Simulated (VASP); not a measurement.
# C3N4 (R3m) in VASP: notebook

C3N4 is run at these levels: LDA; tasks: single point, relaxation of cell and atoms.

Everything below comes from runs of VASP 6.6.1. Logs are shortened: lines on timing, memory, paths and dates and some standing lists are left out, and cuts for length are marked.

## Step 1: The cell of the first run

Symmetry: R3m, No. 160, trigonal system. Conventional cell: a = 4.726 Å, b = 4.726 Å, c = 9.283 Å, α = 90.00°, β = 90.00°, γ = 120.00°. Within 1.8 Å of C (site symmetry m) lie 3 N at 1.31 to 1.44 Å. Within 1.8 Å of N (site symmetry m) lie 2 C at 1.31 Å. Within 1.9 Å of N (site symmetry 3m) lie 3 C at 1.44 Å.

## Step 2: Single point, LDA

Input file INCAR:

```
SYSTEM = C3N4
PREC = Accurate ; ENCUT = 520
EDIFF = 1E-6 ; ISMEAR = 0
SIGMA = 0.1 ; LREAL = .False.
LASPH = .True. ; NELM = 80
ALGO = Normal ; ISIF = 2
LWAVE = .False. ; LCHARG = .False.
GGA = CA ; NBANDS = 25
```

Input file KPOINTS:

```
Automatic mesh
0
Gamma
  6 6 6
  0 0 0
```

Input file POSCAR:

```
C3N4
1.0
    2.3628497674      1.3641919493      3.0942350488
   -2.3628497674      1.3641919493      3.0942350488
    0.0000000000     -2.7283838985      3.0942350488
C N
3 4
Direct
    0.4906985309      0.4906985309      0.0181846150
    0.4906985309      0.0181846150      0.4906985309
    0.0181846150      0.4906985309      0.4906985309
    0.6598491069      0.1698998921      0.1698998921
    0.1698998921      0.1698998921      0.6598491069
    0.6657684321      0.6657684321      0.6657684321
    0.1698998921      0.6598491069      0.1698998921
```

Potentials or basis: VASP PAW LDA potentials, release 64 (C, N).

Run with:

```console
$ cat potpaw_LDA.64/C/POTCAR potpaw_LDA.64/N/POTCAR > POTCAR
$ mpirun -np 1 vasp_std > vasp.out
```

OUTCAR:

```text
SYSTEM = C3N4
   PREC = Accurate
   ENCUT = 520
   EDIFF = 1E-6
   ISMEAR = 0
   LREAL = .False.
   LASPH = .True.
   NELM = 80
   ISIF = 2
   GGA = CA

 ion  position               nearest neighbor table
   1  0.491  0.491  0.018-   4 1.31   7 1.31   6 1.44
   2  0.491  0.018  0.491-   5 1.31   4 1.31   6 1.44
   3  0.018  0.491  0.491-   5 1.31   7 1.31   6 1.44
   4  0.660  0.170  0.170-   1 1.31   2 1.31
   5  0.170  0.170  0.660-   2 1.31   3 1.31
   6  0.666  0.666  0.666-   2 1.44   3 1.44   1 1.44
   7  0.170  0.660  0.170-   1 1.31   3 1.31

  LATTYP: Found a trigonal (rhomboedric) cell.
 ALAT       =     4.1253326211
 COS(alpha) =     0.3438784943

  Lattice vectors:

 A1 = (   2.3628497674,   1.3641919493,   3.0942350488)
 A2 = (  -2.3628497674,   1.3641919493,   3.0942350488)
 A3 = (   0.0000000000,  -2.7283838985,   3.0942350488)

Analysis of symmetry for initial positions (statically):
=====================================================================
 Subroutine PRICEL returns:
 Original cell was already a primitive cell.

 Routine SETGRP: Setting up the symmetry group for a
 trigonal (rhombohedral) supercell.

 Subroutine GETGRP returns: Found  6 space group operations
 (whereof  6 operations were pure point group operations)
 out of a pool of 12 trial point group operations.

The static configuration has the point symmetry C_3v.

Analysis of symmetry for dynamics (positions and initial velocities):
=====================================================================
 Subroutine PRICEL returns:
 Original cell was already a primitive cell.

 Routine SETGRP: Setting up the symmetry group for a
 trigonal (rhombohedral) supercell.

 Subroutine GETGRP returns: Found  6 space group operations
 (whereof  6 operations were pure point group operations)
 out of a pool of 12 trial point group operations.

The dynamic configuration has the point symmetry C_3v.

 Subroutine INISYM returns: Found  6 space group operations
 (whereof  6 operations are pure point group operations),
 and found     1 'primitive' translations

----------------------------------------------------------------------------------------

                                     Primitive cell

  volume of cell :      59.8434

  direct lattice vectors                    reciprocal lattice vectors
     2.362849767  1.364191949  3.094235049     0.211608883  0.122172446  0.107727218
    -2.362849767  1.364191949  3.094235049    -0.211608883  0.122172446  0.107727218
     0.000000000 -2.728383899  3.094235049     0.000000000 -0.244344891  0.107727218

  length of vectors
     4.125332621  4.125332621  4.125332621     0.267038535  0.267038535  0.267038535

  position of ions in fractional coordinates (direct lattice)
     0.490698531  0.490698531  0.018184615
     0.490698531  0.018184615  0.490698531
     0.018184615  0.490698531  0.490698531
     0.659849107  0.169899892  0.169899892
     0.169899892  0.169899892  0.659849107
     0.665768432  0.665768432  0.665768432
     0.169899892  0.659849107  0.169899892

  ion indices of the primitive-cell ions
   primitive index   ion index
                 1           1
                 2           2
                 3           3
                 4           4
                 5           5
                 6           6
                 7           7

----------------------------------------------------------------------------------------

 KPOINTS: Automatic mesh

Automatic generation of k-mesh.
 Grid dimensions read from file:
 generate k-points for:    6    6    6

 Generating k-lattice:

  Cartesian coordinates                     Fractional coordinates (reciprocal lattice)
     0.035268147  0.020362074  0.017954536     0.166666667 -0.000000000  0.000000000
    -0.035268147  0.020362074  0.017954536    -0.000000000  0.166666667  0.000000000
     0.000000000 -0.040724149  0.017954536     0.000000000  0.000000000  0.166666667

  Length of vectors
     0.044506423  0.044506423  0.044506423

  Shift w.r.t. Gamma in fractional coordinates (k-lattice)
     0.000000000  0.000000000  0.000000000

 Subroutine IBZKPT returns following result:
 ===========================================

 Found     32 irreducible k-points:

 Following reciprocal coordinates:
            Coordinates               Weight
  0.000000  0.000000  0.000000      1.000000
  0.166667  0.000000  0.000000      6.000000
  0.333333 -0.000000  0.000000      6.000000
  0.500000  0.000000  0.000000      3.000000
  0.166667  0.166667  0.000000      6.000000
  0.333333  0.166667  0.000000     12.000000
[... 16 lines left out ...]
  0.500000  0.500000  0.166667      6.000000
 -0.333333  0.500000  0.166667     12.000000
 [... further k-points ...]
   k-points           NKPTS =     32   k-points in BZ     NKDIM =     32   number of bands    NBANDS=     25
   number of dos      NEDOS =    301   number of ions     NIONS =      7
   total plane-waves  NPLWV =  32768
   dimension x,y,z NGX =    32 NGY =   32 NGZ =   32
   dimension x,y,z NGXF=    64 NGYF=   64 NGZF=   64
   ions per type =               3   4
   NGX,Y,Z   is equivalent  to a cutoff of  12.90, 12.90, 12.90 a.u.
   NGXF,Y,Z  is equivalent  to a cutoff of  25.79, 25.79, 25.79 a.u.
 SYSTEM =  C3N4
   PREC   = accura    normal or accurate (medium, high low for compatibility)
   ISTART =      0    job   : 0-new  1-cont  2-samecut
   ICHARG =      2    charge: 1-file 2-atom 10-const
   ISPIN  =      1    spin polarized calculation?
   LNONCOLLINEAR =      F non collinear calculations
   LSORBIT =      F    spin-orbit coupling
   LASPH  =      T    aspherical Exc in radial PAW
   ENCUT  =  520.0 eV  38.22 Ry    6.18 a.u.   7.67  7.67  7.67*2*pi/ulx,y,z
   NELM   =     80;   NELMIN=  2; NELMDL= -5     # of ELM steps
   EDIFF  = 0.1E-05   stopping-criterion for ELM
   LREAL  =      F    real-space projection
   EDIFFG = 0.1E-04   stopping-criterion for IOM
   NSW    =      0    number of steps for IOM
   IBRION =     -1    ionic relax: 0-MD 1-quasi-New 2-CG
   NFREE  =      0    steps in history (QN), initial steepest desc. (CG)
   ISIF   =      2    stress and relaxation
   ISYM   =      2    0-nonsym 1-usesym 2-fastsym
   POTIM  = 0.5000    time-step for ionic-motion
   TEBEG  =    0.0;   TEEND  =   0.0 temperature during run
   PSTRESS=    0.0 pullay stress
   NELECT =      32.0000    total number of electrons
   NUPDOWN=      -1.0000    fix difference up-down
   EMIN   =  10.00;   EMAX   =-10.00  energy-range for DOS
   EFERMI =   0.00;   METHOD = LEGACY
   ISMEAR =     0;   SIGMA  =   0.10  broadening in eV -4-tet -1-fermi 0-gaus
   EFERMI_NEDOS =   21; number of points for ismear=-14 and -15
   IALGO  =     38    algorithm
   IMIX   =      4    mixing-type and parameters
     AMIX     =   0.40;   BMIX     =  1.00
     AMIX_MAG =   1.60;   BMIX_MAG =  1.00
  volume/ion in A,a.u.               =       8.55        57.69
  Fermi-wavevector in a.u.,A,eV,Ry     =   1.328779  2.511028 24.023178  1.765654
  Thomas-Fermi vector in A             =   2.457991
   LORBIT       =      0    0 simple, 1 ext, 2 COOP (PROOUT), +10 PAW based schemes
   GGA     = CA    functional components
   LHFCALC =     F    Hartree Fock is set to
   AEXX    =    0.0000 exact exchange contribution
   IVDW    =     0    specifies the selected vdW correction
   LEPSILON=     F    determine dielectric tensor
   LRPA    =     F    only Hartree local field effects (RPA)
 non-spin polarized calculation
 Gauss-broadening in eV      SIGMA  =   0.10
  energy-cutoff  :      520.00
  volume of cell :       59.84
 maximum number of plane-waves:      1632
 NGX is ok and might be reduce to    32
   NGX = 15   NGY = 15   NGZ = 15

 number of electron      31.9999999 magnetization

 Free energy of the ion-electron system (eV)
  ---------------------------------------------------
  ext. energy  EPLUGINS =         0.00000000
  ---------------------------------------------------
  free energy    TOTEN  =       -64.96287818 eV

  energy without entropy =      -64.96287818  energy(sigma->0) =      -64.96287818

 E-fermi :   4.8534     XC(G=0): -11.0684

 val. band max:        4.4005218609   @ k =   0.0000   0.0000   0.0000
 cond. band min:       5.4046153523   @ k =   0.0000   0.0000   0.0000
 fundamental gap:      1.0040934914
 Fermi energy:         4.8533596377

 k-point     1 :       0.0000    0.0000    0.0000
  band No.  band energies     occupation
      1     -18.5447      2.00000
      2     -14.0394      2.00000
      3     -13.5971      2.00000
      4     -13.5971      2.00000
      5     -10.2864      2.00000
      6     -10.2864      2.00000
[... 17 lines left out ...]
     24      15.6697      0.00000
     25      15.6697      0.00000

 k-point     2 :       0.1667    0.0000    0.0000
  band No.  band energies     occupation
      1     -18.3973      2.00000
      2     -14.8091      2.00000
      3     -13.6886      2.00000
      4     -13.2873      2.00000
      5      -9.9824      2.00000
      6      -9.6867      2.00000
[... 17 lines left out ...]
     24      15.5355      0.00000
     25      16.1306      0.00000

 k-point     3 :       0.3333   -0.0000    0.0000
  band No.  band energies     occupation
      1     -17.9935      2.00000
      2     -15.8334      2.00000
      3     -13.8468      2.00000
      4     -13.1836      2.00000
      5      -9.2816      2.00000
      6      -8.2803      2.00000
[... 552 lines left out ...]
 k-point    23 :       0.5000    0.5000    0.1667
  band No.  band energies     occupation
      1     -17.7837      2.00000
      2     -15.8524      2.00000
      3     -14.0447      2.00000
      4     -13.2462      2.00000
      5      -9.2760      2.00000
      6      -8.3665      2.00000
[... 17 lines left out ...]
     24      14.5464      0.00000
     25      14.8404      0.00000

 k-point    24 :      -0.3333    0.5000    0.1667
  band No.  band energies     occupation
      1     -17.4961      2.00000
      2     -16.3343      2.00000
      3     -14.4057      2.00000
      4     -12.8900      2.00000
      5      -8.8825      2.00000
      6      -7.4314      2.00000
[... 17 lines left out ...]
     24      14.6860      0.00000
     25      15.3765      0.00000

 [... further k-points ...]
[... 5 lines left out ...]
  --------------------------------------------------------------------------------------
  -------------------------------------------------------------------------------------
  Total        0.6877362      0.6877362     -0.1951384      0.0000000     -0.0000000      0.0000000
  in kB       18.4126508     18.4126508     -5.2244084      0.0000000     -0.0000000      0.0000000
  external PRESSURE =      10.5336311 kB  Pullay stress =       0.0000000 kB

 VOLUME and BASIS-vectors are now :
 -----------------------------------------------------------------------------
  energy-cutoff  :      520.00
  volume of cell :       59.84
      direct lattice vectors                 reciprocal lattice vectors
     2.362849767  1.364191949  3.094235049     0.211608883  0.122172446  0.107727218
    -2.362849767  1.364191949  3.094235049    -0.211608883  0.122172446  0.107727218
     0.000000000 -2.728383899  3.094235049     0.000000000 -0.244344891  0.107727218

 POSITION                                       TOTAL-FORCE (eV/Angst)
 -----------------------------------------------------------------------------------
      0.00000      1.28920      3.09294         0.000000      0.137622     -0.011418
      1.11648     -0.64460      3.09294         0.119184     -0.068811     -0.011418
     -1.11648     -0.64460      3.09294        -0.119184     -0.068811     -0.011418
      1.15768      0.66838      3.09315         0.080203      0.046305      0.023749
      0.00000     -1.33677      3.09315         0.000000     -0.092610      0.023749
      0.00000      0.00000      6.18013         0.000000     -0.000000     -0.036992
     -1.15768      0.66838      3.09315        -0.080203      0.046305      0.023749
 -----------------------------------------------------------------------------------
    total drift:                               -0.000000     -0.000000     -0.000076

  FREE ENERGIE OF THE ION-ELECTRON SYSTEM (eV)
  ---------------------------------------------------
  free  energy   TOTEN  =       -64.9628781784 eV

  energy  without entropy=      -64.9628781784  energy(sigma->0) =      -64.96287818
```

It took 64 s on 1 thread of Oxide Virtual Turin-like, shared host; peak memory 0.13 GiB.

What came out:

```yaml
Free_energy: -64.9629 eV
Pressure: 1.1 GPa
Largest_force: 0.138 eV/Å
Band_gap_on_the_k_mesh: 1.00 eV, direct
```

Forces in eV/Å, atoms in the order of the input:
```
C    0.000  0.138 -0.011
C    0.119 -0.069 -0.011
C   -0.119 -0.069 -0.011
N    0.080  0.046  0.024
N    0.000 -0.093  0.024
N    0.000  0.000 -0.037
N   -0.080  0.046  0.024
```

Stress tensor (GPa, compression positive):
```
 1.84  0.00  0.00
 0.00  1.84  0.00
 0.00  0.00 -0.52
```

Levels at points of the mesh, in eV from the valence-band top:
```tsv
k point	band 12	band 13	band 14	band 15	band 16	band 17	band 18	band 19	band 20	band 21
(0.00, 0.00, 0.00)	-4.35	-4.35	-3.24	0.00	0.00	1.00	1.00	4.37	6.27	6.70
(0.50, 0.00, 0.00)	-4.94	-4.44	-3.17	-2.69	-0.45	2.54	3.52	6.27	6.50	7.71
(0.50, 0.50, 0.00)	-4.49	-3.40	-3.15	-2.13	-0.47	1.88	3.90	6.86	7.02	9.12
(0.50, 0.50, 0.50)	-3.52	-3.52	-2.58	-0.05	-0.05	1.68	1.68	6.60	7.03	7.03
```

A k mesh can miss the band edges.

## Step 3: Relaxation of cell and atoms, LDA

This run uses another cell than the first one, of 10.11 Å³/atom, 1.182 times its volume.

Input file INCAR:

```
  ALGO = Normal
  EDIFF = 1E-6
  EDIFFG = -0.05
  ENCUT = 600
  IBRION = 2
  ISIF = 3
  ISMEAR = 0
  LASPH = T
  LCHARG = F
  LREAL = F
  LWAVE = F
  NELM = 100
  NSW = 100
  PREC = Accurate
  SIGMA = 0.1
```

Input file KPOINTS:

```
k-points
0
Gamma
  6 6 6
```

Input file POSCAR:

```
C3N4
1.0
    2.3922169139      1.3811470792      3.5688932122
   -2.3922169139      1.3811470792      3.5688932122
    0.0000000000     -2.7622941584      3.5688932122
C N
3 4
Direct
    0.4900670000      0.4900670000      0.0193280000
    0.4900670000      0.0193280000      0.4900670000
    0.0193280000      0.4900670000      0.4900670000
    0.6597020000      0.1701150000      0.1701150000
    0.1701150000      0.1701150000      0.6597020000
    0.6656050000      0.6656050000      0.6656050000
    0.1701150000      0.6597020000      0.1701150000
```

Potentials or basis: VASP PAW LDA potentials, release 64 (C, N).

Run with:

```console
$ cat potpaw_LDA.64/C/POTCAR potpaw_LDA.64/N/POTCAR > POTCAR
$ mpirun -np 1 vasp_std > vasp.out
```

Wall time 15 min (1 thread of Oxide Virtual Turin-like, shared host); peak memory 0.16 GiB.

Results (log left out):

```yaml
Free_energy: -65.0058 eV
Relaxed_volume: 8.49 Å³/atom
Relaxed_cell: a = 4.107 Å, b = 4.107 Å, c = 4.107 Å, α = 70.29°, β = 70.29°, γ = 70.29°
Space_group_after_relaxing_to_0.05_Å: R3m (No. 160)
Energy_gained_by_relaxing: 23.2 meV/atom
Ionic_steps: 21
Pressure_after_relaxing: -0.1 GPa
Largest_force_after_relaxing: 0.043 eV/Å
Band_gap_on_the_k_mesh: 0.98 eV, direct
```

Forces in eV/Å, atoms in the order of the input:
```
C    0.000  0.004  0.001
C    0.004 -0.002  0.001
C   -0.004 -0.002  0.001
N   -0.037 -0.022  0.002
N    0.000  0.043  0.002
N    0.000  0.000 -0.010
N    0.037 -0.022  0.002
```

Stress tensor (GPa, compression positive):
```
 0.04  0.00  0.00
 0.00  0.04  0.00
 0.00  0.00 -0.37
```

Step by step:
| step | energy change (eV) | largest force (eV/Å) | pressure (GPa) | volume (Å³) |
| --- | --- | --- | --- | --- |
| 1 | 0.0000 | 0.5314 | -7.90 | 70.75 |
| 2 | 0.3787 | 3.2056 | 22.50 | 65.75 |
| 3 | -0.0484 | 0.3441 | -1.29 | 69.45 |
| 4 | -0.0485 | 0.3538 | -1.08 | 69.41 |
| 5 | -0.0500 | 0.7428 | -0.56 | 68.42 |
| 6 | -0.0571 | 0.2152 | -0.85 | 68.88 |
| 7 | -0.0624 | 0.2084 | -0.19 | 68.14 |
| 8 | -0.0624 | 0.1917 | -0.22 | 68.18 |
| 9 | -0.0693 | 0.1857 | -0.17 | 67.65 |
| 10 | -0.0903 | 0.1690 | 0.02 | 66.08 |
| 11 | -0.1302 | 0.1365 | 0.51 | 62.94 |
| 12 | -0.1496 | 0.1622 | 2.56 | 56.68 |
| 13 | -0.1577 | 0.1367 | 1.38 | 59.58 |
| 14 | -0.0845 | 1.4423 | -8.79 | 59.98 |
| 15 | -0.1608 | 0.1503 | -0.40 | 59.65 |
| 16 | -0.1500 | 0.5218 | -0.54 | 59.49 |
| 17 | -0.1622 | 0.0524 | -0.45 | 59.61 |
| 18 | -0.1613 | 0.2519 | 0.90 | 59.29 |
| 19 | -0.1625 | 0.0610 | -0.02 | 59.50 |
| 20 | -0.1627 | 0.0759 | -0.13 | 59.35 |
| 21 | -0.1627 | 0.0432 | -0.10 | 59.40 |

Final structure:
```
CELL_PARAMETERS angstrom
2.36398 1.36485 3.06819
-2.36398 1.36485 3.06819
0.00000 -2.72969 3.06819
ATOMIC_POSITIONS crystal
C 0.49083 0.49083 0.01782
C 0.49083 0.01782 0.49083
C 0.01782 0.49083 0.49083
N 0.66041 0.16981 0.16981
N 0.16981 0.16981 0.66041
N 0.66548 0.66548 0.66548
N 0.16981 0.66041 0.16981
```

Levels at points of the mesh, in eV from the valence-band top:
```
           k point  band 13  band 14  band 15  band 16  band 17  band 18  band 19  band 20
(0.00, 0.00, 0.00)    -4.37    -3.26     0.00     0.00     0.98     0.98     4.45     6.22
(0.50, 0.00, 0.00)    -4.45    -3.18    -2.70    -0.45     2.54     3.50     6.29     6.45
(0.50, 0.50, 0.00)    -3.35    -3.15    -2.12    -0.48     1.84     3.89     6.83     7.01
(0.50, 0.50, 0.50)    -3.49    -2.57    -0.05    -0.05     1.66     1.66     6.60     7.00
```

Caveat: the volume moved by over 15 % at a fixed basis, so the end points are rough; the relaxation stopped at a loose force limit of 0.05 eV/Å, so its end isn't a converged minimum. A k mesh can miss the band edges.
